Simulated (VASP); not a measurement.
# Pd (Fm-3m) in VASP: further runs

Runs on Pd. Level: LDA. Tasks: single point.

Everything below comes from runs of VASP 6.6.1. Logs are shortened: lines on timing, memory, paths and dates and some standing lists are left out, and cuts for length are marked.

**1. The cell of the first run**

The structure is cubic, space group Fm-3m (No. 225). Conventional cell: a = 3.789 Å, b = 3.789 Å, c = 3.789 Å, α = 90.00°, β = 90.00°, γ = 90.00°. Pd (site symmetry m-3m) has 12 Pd at 2.68 Å within 3.5 Å.

**2. Single point, LDA, collinear spin (13.60 Å³/atom)**

File INCAR:

```
SYSTEM = Pd
ALGO = Normal
EDIFF = 1E-6
ENCUT = 520
GGA = CA
ISIF = 2
ISMEAR = -1
ISPIN = 2
LASPH = .True.
LCHARG = .False.
LMAXMIX = 4
LORBIT = 11
LREAL = .False.
LWAVE = .False.
MAGMOM = 0.5
NBANDS = 15
NELM = 150
PREC = Accurate
SIGMA = 0.05
```

File KPOINTS:

```
k-points
0
Gamma
  23 23 23
  0 0 0
```

File POSCAR:

```
Pd
1.0
    0.0000000000      1.8943242268      1.8943242268
    1.8943242268      0.0000000000      1.8943242268
    1.8943242268      1.8943242268      0.0000000000
Pd
1
Direct
    0.0000000000      0.0000000000      0.0000000000
```

Potentials or basis: VASP PAW LDA potentials, release 64 (Pd).

Command:

```bash
> cat potpaw_LDA.64/Pd/POTCAR > POTCAR
> mpirun -np 1 vasp_std > vasp.out
```

OUTCAR:

```text
SYSTEM = Pd
   EDIFF = 1E-6
   ENCUT = 520
   GGA = CA
   ISIF = 2
   ISMEAR = -1
   ISPIN = 2
   LASPH = .True.
   LORBIT = 11
   LREAL = .False.
   NELM = 150
   PREC = Accurate

 ion  position               nearest neighbor table
   1  0.000  0.000  0.000-

  LATTYP: Found a face centered cubic cell.
 ALAT       =     3.7886484536

  Lattice vectors:

 A1 = (   0.0000000000,   1.8943242268,   1.8943242268)
 A2 = (   1.8943242268,   0.0000000000,   1.8943242268)
 A3 = (   1.8943242268,   1.8943242268,   0.0000000000)

Analysis of symmetry for initial positions (statically):
=====================================================================
 Subroutine PRICEL returns:
 Original cell was already a primitive cell.

 Routine SETGRP: Setting up the symmetry group for a
 face centered cubic supercell.

 Subroutine GETGRP returns: Found 48 space group operations
 (whereof 48 operations were pure point group operations)
 out of a pool of 48 trial point group operations.

The static configuration has the point symmetry O_h .

Analysis of symmetry for dynamics (positions and initial velocities):
=====================================================================
 Subroutine PRICEL returns:
 Original cell was already a primitive cell.

 Routine SETGRP: Setting up the symmetry group for a
 face centered cubic supercell.

 Subroutine GETGRP returns: Found 48 space group operations
 (whereof 48 operations were pure point group operations)
 out of a pool of 48 trial point group operations.

The dynamic configuration has the point symmetry O_h .

Analysis of structural, dynamic, and magnetic symmetry:
=====================================================================
 Subroutine PRICEL returns:
 Original cell was already a primitive cell.

 Routine SETGRP: Setting up the symmetry group for a
 face centered cubic supercell.

 Subroutine GETGRP returns: Found 48 space group operations
 (whereof 48 operations were pure point group operations)
 out of a pool of 48 trial point group operations.

The overall configuration has the point symmetry O_h .

 Subroutine INISYM returns: Found 48 space group operations
 (whereof 48 operations are pure point group operations),
 and found     1 'primitive' translations

----------------------------------------------------------------------------------------

                                     Primitive cell

  volume of cell :      13.5954

[... 122 lines left out ...]

 number of electron      10.0000000 magnetization       0.0008513

 Free energy of the ion-electron system (eV)
  ---------------------------------------------------
  ext. energy  EPLUGINS =         0.00000000
  ---------------------------------------------------
  free energy    TOTEN  =        -6.48632861 eV

  energy without entropy =       -6.46933330  energy(sigma->0) =       -6.47783095

 E-fermi :  11.0565     XC(G=0): -14.0216

 val. band max:       11.0556106125   @ k =   0.4348   0.1739   0.0000
 cond. band min:      11.0581896313   @ k =  -0.4783   0.2174   0.0435
 fundamental gap:      0.0025790188
 Fermi energy:        11.0565215500

 spin component 1

 k-point     1 :       0.0000    0.0000    0.0000
  band No.  band energies     occupation
      1       3.1667      1.00000
      2       7.7834      1.00000
      3       7.7834      1.00000
      4       7.7834      1.00000
      5       9.6624      1.00000
      6       9.6624      1.00000
      7      28.1805      0.00000
      8      33.3768      0.00000
      9      33.3768      0.00000
     10      33.3768      0.00000
     11      36.5021      0.00000
     12      39.1644      0.00000
     13      43.3072      0.00000
     14      43.3072      0.00000
[... 403 lines left out ...]
      4      10.5590      0.99995
      5      11.0242      0.65615
      6      12.3627      0.00000
      7      18.9994      0.00000
      8      27.6519      0.00000
      9      32.4239      0.00000
     10      32.6823      0.00000
     11      36.5268      0.00000
     12      39.8619      0.00000
     13      39.8918      0.00000
     14      43.8127      0.00000
     15      45.0551      0.00000

 [... further k-points ...]

 spin component 2

 k-point     1 :       0.0000    0.0000    0.0000
  band No.  band energies     occupation
      1       3.1667      1.00000
      2       7.7841      1.00000
      3       7.7841      1.00000
      4       7.7841      1.00000
      5       9.6630      1.00000
      6       9.6630      1.00000
      7      28.1805      0.00000
      8      33.3767      0.00000
      9      33.3767      0.00000
     10      33.3767      0.00000
     11      36.5035      0.00000
     12      39.1642      0.00000
     13      43.3073      0.00000
     14      43.3073      0.00000
[... 403 lines left out ...]
      4      10.5595      0.99995
      5      11.0250      0.65257
      6      12.3628      0.00000
      7      18.9998      0.00000
      8      27.6518      0.00000
      9      32.4239      0.00000
     10      32.6824      0.00000
     11      36.5283      0.00000
     12      39.8620      0.00000
     13      39.8919      0.00000
     14      43.8128      0.00000
     15      45.0641      0.00000

 [... further k-points ...]

------------------------ aborting loop because EDIFF is reached ----------------------------------------

  FORCE on cell =-STRESS in cart. coord.  units (eV):
  Direction    XX          YY          ZZ          XY          YZ          ZX
  --------------------------------------------------------------------------------------
  -------------------------------------------------------------------------------------
  Total        0.8816605      0.8816605      0.8816605     -0.0000000     -0.0000000      0.0000000
  in kB      103.9008322    103.9008322    103.9008322     -0.0000000     -0.0000000      0.0000000
  external PRESSURE =     103.9008322 kB  Pullay stress =       0.0000000 kB

 VOLUME and BASIS-vectors are now :
 -----------------------------------------------------------------------------
  energy-cutoff  :      520.00
  volume of cell :       13.60
      direct lattice vectors                 reciprocal lattice vectors
     0.000000000  1.894324227  1.894324227    -0.263946368  0.263946368  0.263946368
     1.894324227  0.000000000  1.894324227     0.263946368 -0.263946368  0.263946368
     1.894324227  1.894324227  0.000000000     0.263946368  0.263946368 -0.263946368

 POSITION                                       TOTAL-FORCE (eV/Angst)
 -----------------------------------------------------------------------------------
      0.00000      0.00000      0.00000         0.000000     -0.000000     -0.000000
 -----------------------------------------------------------------------------------
    total drift:                                0.000000      0.000000      0.000000

  FREE ENERGIE OF THE ION-ELECTRON SYSTEM (eV)
  ---------------------------------------------------
  free  energy   TOTEN  =        -6.4863286127 eV

  energy  without entropy=       -6.4693332951  energy(sigma->0) =       -6.47783095

 total charge

# of ion       s       p       d       tot
------------------------------------------
    1        0.536   0.577   8.516   9.630

 magnetization (x)

# of ion       s       p       d       tot
------------------------------------------
    1       -0.000  -0.000   0.001   0.001
```

It took 1.8 min on 1 thread of Intel Xeon 8259CL, shared host; peak memory 0.21 GiB.

What came out:

* Free energy: -6.4863 eV
* Pressure: 10.4 GPa
* Band gap on the k mesh: zero (filled and empty bands overlap)
* Net moment: 0.00 μB per cell
* Valence electrons inside the program's atomic spheres: Pd 9.63

Caveat: the cell stands under pressure.

**3. Single point, LDA, collinear spin**

This run uses another cell than the first one, of 14.16 Å³/atom.

File INCAR:

```
ALGO = Normal
EDIFF = 1E-6
ENCUT = 520
ISIF = 2
ISMEAR = -1
ISPIN = 2
LASPH = T
LCHARG = F
LMAXMIX = 4
LORBIT = 11
LREAL = F
LWAVE = F
MAGMOM = 0.5
NBANDS = 15
NELM = 150
PREC = Accurate
SIGMA = 0.05
```

File KPOINTS:

```
k-points
0
Gamma
  23 23 23
```

File POSCAR:

```
Pd
1.0
    0.0000000000      1.9202770988      1.9202770988
    1.9202770988      0.0000000000      1.9202770988
    1.9202770988      1.9202770988      0.0000000000
Pd
1
Direct
    0.0000000000      0.0000000000      0.0000000000
```

Potentials or basis: VASP PAW LDA potentials, release 64 (Pd).

Command:

```bash
> cat potpaw_LDA.64/Pd/POTCAR > POTCAR
> mpirun -np 1 vasp_std > vasp.out
```

OUTCAR:

```text
EDIFF = 1E-6
   ENCUT = 520
   ISIF = 2
   ISMEAR = -1
   ISPIN = 2
   LASPH = T
   LORBIT = 11
   LREAL = F
   NELM = 150
   PREC = Accurate

 ion  position               nearest neighbor table
   1  0.000  0.000  0.000-

  LATTYP: Found a face centered cubic cell.
 ALAT       =     3.8405541976

  Lattice vectors:

 A1 = (   0.0000000000,   1.9202770988,   1.9202770988)
 A2 = (   1.9202770988,   0.0000000000,   1.9202770988)
 A3 = (   1.9202770988,   1.9202770988,   0.0000000000)
[... 1069 lines left out ...]
  --------------------------------------------------------------------------------------
  -------------------------------------------------------------------------------------
  Total        0.0008155      0.0008155      0.0008155      0.0000000      0.0000000      0.0000000
  in kB        0.0922617      0.0922617      0.0922617      0.0000000      0.0000000      0.0000000
  external PRESSURE =       0.0922617 kB  Pullay stress =       0.0000000 kB

 VOLUME and BASIS-vectors are now :
 -----------------------------------------------------------------------------
  energy-cutoff  :      520.00
  volume of cell :       14.16
      direct lattice vectors                 reciprocal lattice vectors
     0.000000000  1.920277099  1.920277099    -0.260379088  0.260379088  0.260379088
     1.920277099  0.000000000  1.920277099     0.260379088 -0.260379088  0.260379088
     1.920277099  1.920277099  0.000000000     0.260379088  0.260379088 -0.260379088

 POSITION                                       TOTAL-FORCE (eV/Angst)
 -----------------------------------------------------------------------------------
      0.00000      0.00000      0.00000        -0.000000      0.000000      0.000000
 -----------------------------------------------------------------------------------
    total drift:                                0.000000     -0.000000      0.000000

  FREE ENERGIE OF THE ION-ELECTRON SYSTEM (eV)
  ---------------------------------------------------
  free  energy   TOTEN  =        -6.5042726751 eV

  energy  without entropy=       -6.4861254164  energy(sigma->0) =       -6.49519905

 total charge

# of ion       s       p       d       tot
------------------------------------------
    1        0.514   0.529   8.485   9.528

 magnetization (x)

# of ion       s       p       d       tot
------------------------------------------
    1       -0.000  -0.000   0.002   0.002
```

OSZICAR:

```text
N       E                     dE             d eps       ncg     rms          rms(c)
DAV:   1     0.456501947730E+02    0.45650E+02   -0.45456E+03 21999   0.593E+02
DAV:   2    -0.602016790013E+01   -0.51670E+02   -0.49454E+02 27881   0.162E+02
DAV:   3    -0.684065180138E+01   -0.82048E+00   -0.81767E+00 28833   0.201E+01
DAV:   4    -0.684294801665E+01   -0.22962E-02   -0.22960E-02 25970   0.112E+00
DAV:   5    -0.684296175508E+01   -0.13738E-04   -0.13738E-04 28823   0.771E-02    0.922E+00
DAV:   6    -0.652493221541E+01    0.31803E+00   -0.11650E+00 31346   0.685E+00    0.436E+00
DAV:   7    -0.650935449051E+01    0.15578E-01   -0.20521E-02 29166   0.818E-01    0.225E+00
DAV:   8    -0.650425360952E+01    0.51009E-02   -0.11866E-03 30653   0.246E-01    0.919E-01
DAV:   9    -0.650421263681E+01    0.40973E-04   -0.30697E-04 28162   0.101E-01    0.740E-02
DAV:  10    -0.650423985166E+01   -0.27215E-04   -0.29099E-05 30476   0.293E-02    0.437E-02
DAV:  11    -0.650426920089E+01   -0.29349E-04   -0.42568E-05 29379   0.320E-02    0.200E-02
DAV:  12    -0.650427233036E+01   -0.31295E-05   -0.49014E-06 26882   0.121E-02    0.496E-03
DAV:  13    -0.650427267513E+01   -0.34477E-06   -0.36465E-07 18998   0.314E-03
   1 F= -.65042727E+01 E0= -.64951990E+01  d E =-.181473E-01  mag=    -0.0002
```

Run time: 1.9 min. Hardware: 1 thread of Intel Xeon 8259CL, shared host; peak memory 0.22 GiB.

Results:

* Free energy: -6.5043 eV
* Pressure: 0.0 GPa
* Band gap on the k mesh: zero (filled and empty bands overlap)
* Net moment: 0.00 μB per cell
* Valence electrons inside the program's atomic spheres: Pd 9.53

[end of part 1 of 2]
